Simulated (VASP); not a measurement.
## Mo: single point with LDA

Crystal: Mo.

```
CELL_PARAMETERS angstrom
-1.55656 1.55656 1.55656
1.55656 -1.55656 1.55656
1.55656 1.55656 -1.55656
ATOMIC_POSITIONS crystal
Mo 0.00000 0.00000 0.00000
```

- Program: VASP 6.6.1
- Task: single point
- Functional: LDA
- Potentials or basis: VASP PAW LDA potentials, release 64 (Mo_sv)
- Cutoff: 520 eV
- k mesh: 14 × 14 × 14
- Occupations: methfessel-paxton, width 0.6 eV
- Spin: no spin polarisation
- Dipole correction: no
- Further INCAR settings: ALGO = Normal; EDIFF = 1e-06; NBANDS = 13

```yaml
Pressure: 0.9 GPa
Band_gap_on_the_k_mesh: zero (band 7 reaches 17.26 eV, above the bottom of band 8 at 11.60 eV)
```

Levels at points of the mesh, in eV from the Fermi level:
| k point | band 3 | band 4 | band 5 | band 6 | band 7 | band 8 | band 9 | band 10 | band 11 | band 12 |
| --- | --- | --- | --- | --- | --- | --- | --- | --- | --- | --- |
| (0.00, 0.00, 0.00) | -34.32 | -34.32 | -7.36 | -1.47 | -1.47 | -1.47 | 1.67 | 1.67 | 14.85 | 14.85 |
| (0.50, 0.00, 0.00) | -34.83 | -34.34 | -5.58 | -3.61 | 1.72 | 1.80 | 2.38 | 5.01 | 12.01 | 12.17 |
| (0.50, 0.50, 0.50) | -35.41 | -35.41 | -5.77 | -5.77 | 4.19 | 4.19 | 4.19 | 9.31 | 9.31 | 9.31 |

It took 12 s on 1 thread of Intel(R) Xeon(R) Platinum 8259CL CPU @ 2.50GHz (Skylake/Cascade Lake), on a shared host, peak memory 0.13 GiB.
